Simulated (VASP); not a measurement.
# B3As2 (Cmmm) in VASP: further runs, part 2 of 2

VASP 6.6.1. Earlier steps stand in the parts before.

## Step 3: Relaxation of cell and atoms, PBE

This run uses another cell than the first one, of 17.30 Å³/atom.

Contents of INCAR:

```
PREC     = Accurate       # precision mode
ENCUT    = 600            # plane-wave cutoff, eV
EDIFF    = 1E-7           # SCF threshold, eV
ISMEAR   = 0              # smearing method
SIGMA    = 0.1            # smearing width, eV
LREAL    = False          # projectors in reciprocal space
LASPH    = True           # aspherical terms in the spheres
NELM     = 120            # most SCF steps
ALGO     = Normal         # electronic algorithm
ISIF     = 3              # what is computed and relaxed
LWAVE    = False          # write WAVECAR
LCHARG   = False          # write CHGCAR
GGA      = PE             # functional
IBRION   = 2              # ionic algorithm
NSW      = 90             # ionic steps
EDIFFG   = -0.04          # ionic threshold
GGA_COMPAT= False        
NELMIN   = 4
```

Contents of KPOINTS:

```
Automatic mesh
0
Gamma
  4 4 6
```

Contents of POSCAR:

```
B3As2
1.0
    3.2934355400     -3.5994098400      0.0000000000
    3.2934355400      3.5994098400      0.0000000000
    0.0000000000      0.0000000000      3.6490954800
B As
3 2
Direct
    0.8977120200      0.8977120200      0.0000000000
    0.1022879800      0.1022879800      0.0000000000
    0.5000000000      0.5000000000      0.5000000000
    0.0000000000      0.5000000000      0.0000000000
    0.5000000000      0.0000000000      0.0000000000
```

Potentials or basis: VASP PAW PBE potentials, release 64 (B, As_d).

Launch:

```
$ cat potpaw_PBE.64/B/POTCAR potpaw_PBE.64/As_d/POTCAR > POTCAR
$ mpirun -np 1 vasp_std > vasp.out
```

OUTCAR:

```text
PREC = Accurate
   ENCUT = 600
   EDIFF = 1E-7
   ISMEAR = 0
   LREAL = False
   LASPH = True
   NELM = 120
   ISIF = 3
   GGA = PE
   IBRION = 2
   NSW = 90
   EDIFFG = -0.04
   NELMIN = 4

 ion  position               nearest neighbor table
   1  0.898  0.898  0.000-   2 1.35   4 2.05   5 2.05
   2  0.102  0.102  0.000-   1 1.35   4 2.05   5 2.05
   3  0.500  0.500  0.500-
   4  0.000  0.500  0.000-   1 2.05   2 2.05
   5  0.500  0.000  0.000-   1 2.05   2 2.05

  LATTYP: Found a base centered orthorhombic cell.
 ALAT       =     6.5868710800
 B/A-ratio  =     1.0929042929
 C/A-ratio  =     0.5539952787

  Lattice vectors:

 A1 = (   3.2934355400,  -3.5994098400,   0.0000000000)
 A2 = (   3.2934355400,   3.5994098400,   0.0000000000)
 A3 = (   0.0000000000,   0.0000000000,   3.6490954800)

Analysis of symmetry for initial positions (statically):
=====================================================================
 Subroutine PRICEL returns:
 Original cell was already a primitive cell.

 Routine SETGRP: Setting up the symmetry group for a
 base centered orthorhombic supercell.

 Subroutine GETGRP returns: Found  8 space group operations
 (whereof  8 operations were pure point group operations)
 out of a pool of  8 trial point group operations.

The static configuration has the point symmetry D_2h.

Analysis of symmetry for dynamics (positions and initial velocities):
=====================================================================
 Subroutine PRICEL returns:
 Original cell was already a primitive cell.

 Routine SETGRP: Setting up the symmetry group for a
 base centered orthorhombic supercell.

 Subroutine GETGRP returns: Found  8 space group operations
 (whereof  8 operations were pure point group operations)
 out of a pool of  8 trial point group operations.

The dynamic configuration has the point symmetry D_2h.

 Subroutine INISYM returns: Found  8 space group operations
 (whereof  8 operations are pure point group operations),
 and found     1 'primitive' translations

----------------------------------------------------------------------------------------

                                     Primitive cell

  volume of cell :      86.5159

  direct lattice vectors                    reciprocal lattice vectors
     3.293435540 -3.599409840  0.000000000     0.151817151 -0.138911661  0.000000000
     3.293435540  3.599409840  0.000000000     0.151817151  0.138911661  0.000000000
     0.000000000  0.000000000  3.649095480     0.000000000  0.000000000  0.274040514

  length of vectors
     4.878777393  4.878777393  3.649095480     0.205778757  0.205778757  0.274040514

  position of ions in fractional coordinates (direct lattice)
     0.897712020  0.897712020  0.000000000
     0.102287980  0.102287980  0.000000000
     0.500000000  0.500000000  0.500000000
     0.000000000  0.500000000  0.000000000
     0.500000000  0.000000000  0.000000000

  ion indices of the primitive-cell ions
   primitive index   ion index
                 1           1
                 2           2
                 3           3
                 4           4
                 5           5

----------------------------------------------------------------------------------------

 KPOINTS: Automatic mesh

Automatic generation of k-mesh.
 Grid dimensions read from file:
 generate k-points for:    4    4    6

 Generating k-lattice:

  Cartesian coordinates                     Fractional coordinates (reciprocal lattice)
     0.037954288 -0.034727915  0.000000000     0.250000000  0.000000000  0.000000000
     0.037954288  0.034727915  0.000000000     0.000000000  0.250000000  0.000000000
     0.000000000  0.000000000  0.045673419     0.000000000  0.000000000  0.166666667

  Length of vectors
     0.051444689  0.051444689  0.045673419

  Shift w.r.t. Gamma in fractional coordinates (k-lattice)
     0.000000000  0.000000000  0.000000000

 Subroutine IBZKPT returns following result:
 ===========================================

 Found     28 irreducible k-points:

 Following reciprocal coordinates:
            Coordinates               Weight
  0.000000  0.000000  0.000000      1.000000
  0.250000  0.000000  0.000000      4.000000
  0.500000  0.000000  0.000000      2.000000
  0.250000  0.250000  0.000000      2.000000
  0.500000  0.250000  0.000000      4.000000
 -0.250000  0.250000  0.000000      2.000000
[... 16 lines left out ...]
  0.250000  0.000000  0.500000      4.000000
  0.500000  0.000000  0.500000      2.000000
 [... further k-points ...]
   k-points           NKPTS =     28   k-points in BZ     NKDIM =     28   number of bands    NBANDS=     23
   number of dos      NEDOS =    301   number of ions     NIONS =      5
   total plane-waves  NPLWV =  48000
   dimension x,y,z NGX =    40 NGY =   40 NGZ =   30
   dimension x,y,z NGXF=    80 NGYF=   80 NGZF=   60
   ions per type =               3   2
   NGX,Y,Z   is equivalent  to a cutoff of  13.63, 13.63, 13.67 a.u.
   NGXF,Y,Z  is equivalent  to a cutoff of  27.26, 27.26, 27.33 a.u.
 SYSTEM =  unknown system
   PREC   = accura    normal or accurate (medium, high low for compatibility)
   ISTART =      0    job   : 0-new  1-cont  2-samecut
   ICHARG =      2    charge: 1-file 2-atom 10-const
   ISPIN  =      1    spin polarized calculation?
   LNONCOLLINEAR =      F non collinear calculations
   LSORBIT =      F    spin-orbit coupling
   LASPH  =      T    aspherical Exc in radial PAW
   ENCUT  =  600.0 eV  44.10 Ry    6.64 a.u.   9.74  9.74  7.29*2*pi/ulx,y,z
   NELM   =    120;   NELMIN=  4; NELMDL= -5     # of ELM steps
   EDIFF  = 0.1E-06   stopping-criterion for ELM
   LREAL  =      F    real-space projection
   EDIFFG = -.4E-01   stopping-criterion for IOM
   NSW    =     90    number of steps for IOM
   IBRION =      2    ionic relax: 0-MD 1-quasi-New 2-CG
   NFREE  =      1    steps in history (QN), initial steepest desc. (CG)
   ISIF   =      3    stress and relaxation
   ISYM   =      2    0-nonsym 1-usesym 2-fastsym
   POTIM  = 0.5000    time-step for ionic-motion
   TEBEG  =    0.0;   TEEND  =   0.0 temperature during run
   PSTRESS=    0.0 pullay stress
   NELECT =      39.0000    total number of electrons
   NUPDOWN=      -1.0000    fix difference up-down
   EMIN   =  10.00;   EMAX   =-10.00  energy-range for DOS
   EFERMI =   0.00;   METHOD = LEGACY
   ISMEAR =     0;   SIGMA  =   0.10  broadening in eV -4-tet -1-fermi 0-gaus
   EFERMI_NEDOS =   21; number of points for ismear=-14 and -15
   IALGO  =     38    algorithm
   IMIX   =      4    mixing-type and parameters
     AMIX     =   0.40;   BMIX     =  1.00
     AMIX_MAG =   1.60;   BMIX_MAG =  1.00
  volume/ion in A,a.u.               =      17.30       116.77
  Fermi-wavevector in a.u.,A,eV,Ry     =   1.255253  2.372083 21.438144  1.575659
  Thomas-Fermi vector in A             =   2.389018
   LORBIT       =      0    0 simple, 1 ext, 2 COOP (PROOUT), +10 PAW based schemes
   GGA     = PE    functional components
   LHFCALC =     F    Hartree Fock is set to
   AEXX    =    0.0000 exact exchange contribution
   IVDW    =     0    specifies the selected vdW correction
   LEPSILON=     F    determine dielectric tensor
   LRPA    =     F    only Hartree local field effects (RPA)
 conjugate gradient relaxation of ions
 non-spin polarized calculation
 Gauss-broadening in eV      SIGMA  =   0.10
  energy-cutoff  :      600.00
  volume of cell :       86.52
 maximum number of plane-waves:      2902
 NGX is ok and might be reduce to    40
   NGX = 19   NGY = 19   NGZ = 15

--------------------------------------- Ionic step        1  -------------------------------------------

 number of electron      39.0000033 magnetization

 Free energy of the ion-electron system (eV)
  ---------------------------------------------------
  ext. energy  EPLUGINS =         0.00000000
  ---------------------------------------------------
  free energy    TOTEN  =       -20.59937914 eV

  energy without entropy =      -20.58579852  energy(sigma->0) =      -20.59258883

------------------------ aborting loop because EDIFF is reached ----------------------------------------

  FORCE on cell =-STRESS in cart. coord.  units (eV):
  Direction    XX          YY          ZZ          XY          YZ          ZX
  --------------------------------------------------------------------------------------
  -------------------------------------------------------------------------------------
  Total       11.4499118     -8.5914237     -3.7591469      0.0000000      0.0000000      0.0000000
  in kB      212.0396289   -159.1036083    -69.6152187      0.0000000      0.0000000      0.0000000
  external PRESSURE =      -5.5597327 kB  Pullay stress =       0.0000000 kB
[... 1365 lines left out ...]
     22       4.0579      0.00000
     23       5.2596      0.00000

 [... further k-points ...]

[... ionic steps 4 to 27 ...]

--------------------------------------- Ionic step       28  -------------------------------------------

 number of electron      39.0000000 magnetization

------------------------ aborting loop because EDIFF is reached ----------------------------------------
[... 73 lines left out ...]
--------------------------------------- Ionic step       30  -------------------------------------------

 number of electron      39.0000002 magnetization

 Free energy of the ion-electron system (eV)
  ---------------------------------------------------
  ext. energy  EPLUGINS =         0.00000000
  ---------------------------------------------------
  free energy    TOTEN  =       -22.87270691 eV

  energy without entropy =      -22.86401494  energy(sigma->0) =      -22.86836092

 E-fermi :   4.1433     XC(G=0): -10.9541

 val. band max:        4.1354344319   @ k =   0.2500   0.0000   0.5000
 cond. band min:       4.1742529733   @ k =   0.5000   0.5000   0.1667
 fundamental gap:      0.0388185413
 Fermi energy:         4.1432630087
[... 656 lines left out ...]
  FREE ENERGIE OF THE ION-ELECTRON SYSTEM (eV)
  ---------------------------------------------------
  free  energy   TOTEN  =       -22.8727069070 eV

  energy  without entropy=      -22.8640149389  energy(sigma->0) =      -22.86836092

 reached required accuracy - stopping structural energy minimisation
```

Run time: 10 min. Hardware: 1 thread of Intel Xeon 6975P-C (Granite Rapids), shared host; peak memory 0.25 GiB.

Results:

| Item | Value |
| --- | --- |
| Free energy | -22.8727 eV |
| Relaxed volume | 13.76 Å³/atom |
| Relaxed cell | a = 5.024 Å, b = 5.024 Å, c = 2.751 Å, α = 90.00°, β = 90.00°, γ = 82.34° |
| Space group after relaxing (to 0.1 Å) | Cmmm (No. 65) |
| Energy gained by relaxing | 454.7 meV/atom |
| Ionic steps | 30 |
| Pressure after relaxing | -0.1 GPa |
| Largest force after relaxing | 0.027 eV/Å |
| Band gap on the k mesh | zero (an odd number of electrons rules out a gap without spin polarisation) |

Forces in eV/Å, atoms in the order of the input:
```
B   -0.027  0.000  0.000
B    0.027  0.000  0.000
B    0.000  0.000  0.000
As   0.000  0.000  0.000
As   0.000  0.000  0.000
```

Stress tensor (GPa, compression positive):
```
-0.09  0.00  0.00
 0.00 -0.12  0.00
 0.00  0.00 -0.22
```

Step by step:
| step | energy change (eV) | largest force (eV/Å) | pressure (GPa) | volume (Å³) |
| --- | --- | --- | --- | --- |
| 1 | 0.0000 | 10.6742 | -0.56 | 86.52 |
| 2 | 1.9186 | 2.5826 | 12.59 | 84.91 |
| 3 | 0.7622 | 3.2761 | 2.76 | 85.49 |
| 4 | -0.0590 | 3.6544 | -2.45 | 85.84 |
| 5 | -1.0959 | 2.3066 | -6.05 | 86.24 |
| 6 | -1.1946 | 0.7509 | -5.69 | 86.40 |
| 7 | -1.2209 | 0.5976 | -6.08 | 86.34 |
| 8 | -1.2221 | 0.3908 | -6.05 | 86.35 |
| 9 | -1.3892 | 0.8085 | 0.03 | 79.67 |
| 10 | -1.3892 | 0.8098 | 0.09 | 79.66 |
| 11 | -1.5237 | 0.4978 | 1.36 | 76.66 |
| 12 | -1.5477 | 3.3275 | 4.51 | 72.16 |
| 13 | -1.5766 | 1.7200 | 2.70 | 74.46 |
| 14 | -1.6296 | 1.6614 | 2.56 | 73.87 |
| 15 | -1.7658 | 1.5334 | 2.57 | 72.03 |
| 16 | -2.0844 | 0.7325 | 3.67 | 68.10 |
| 17 | -2.0643 | 0.0254 | 15.73 | 59.21 |
| 18 | -2.1049 | 0.2976 | 8.18 | 62.71 |
| 19 | -2.2061 | 0.4834 | 5.41 | 65.35 |
| 20 | -2.1995 | 0.4500 | 6.28 | 64.72 |
| 21 | -2.2058 | 0.4748 | 5.60 | 65.14 |
| 22 | -2.2443 | 0.0767 | 3.13 | 66.45 |
| 23 | -2.2564 | 0.5838 | 0.84 | 67.85 |
| 24 | -2.2647 | 0.2473 | 0.19 | 68.36 |
| 25 | -2.2665 | 0.0044 | -0.16 | 68.73 |
| 26 | -2.2689 | 0.0241 | -0.27 | 68.78 |
| 27 | -2.2728 | 0.0792 | -0.34 | 68.90 |
| 28 | -2.2730 | 0.0920 | -0.37 | 68.93 |
| 29 | -2.2733 | 0.0763 | -0.11 | 68.75 |
| 30 | -2.2733 | 0.0271 | -0.14 | 68.80 |

Final structure:
```
CELL_PARAMETERS angstrom
3.78188 -3.30722 0.00000
3.78188 3.30722 0.00000
0.00000 0.00000 2.75050
ATOMIC_POSITIONS crystal
B 0.89636 0.89636 0.00000
B 0.10364 0.10364 0.00000
B 0.50000 0.50000 0.50000
As 0.00000 0.50000 0.00000
As 0.50000 0.00000 0.00000
```

Levels at points of the mesh, in eV from the Fermi level:
```
           k point  band 15  band 16  band 17  band 18  band 19  band 20  band 21  band 22  band 23
(0.00, 0.00, 0.00)    -6.71    -5.06    -3.82    -2.84     0.77     1.52     5.05     5.34     5.46
(0.50, 0.00, 0.00)    -6.79    -5.37    -3.00    -1.03     0.67     2.18     2.60     3.61     4.17
(0.50, 0.50, 0.00)    -3.89    -3.79    -0.73    -0.16     0.40     1.00     1.42     1.96     2.94
(0.00, 0.00, 0.50)    -5.39    -4.76    -4.24    -2.75    -1.19    -1.04    -0.18     0.51     0.56
(0.50, 0.00, 0.50)    -6.32    -5.49    -3.27    -2.73    -2.37    -1.88     0.12     0.59     1.41
(0.50, 0.50, 0.50)    -5.19    -5.04    -4.17    -4.05    -2.29    -2.02     2.29     2.67     2.72
```

Caveat: the volume moved by over 15 % at a fixed basis, so the end points are rough.
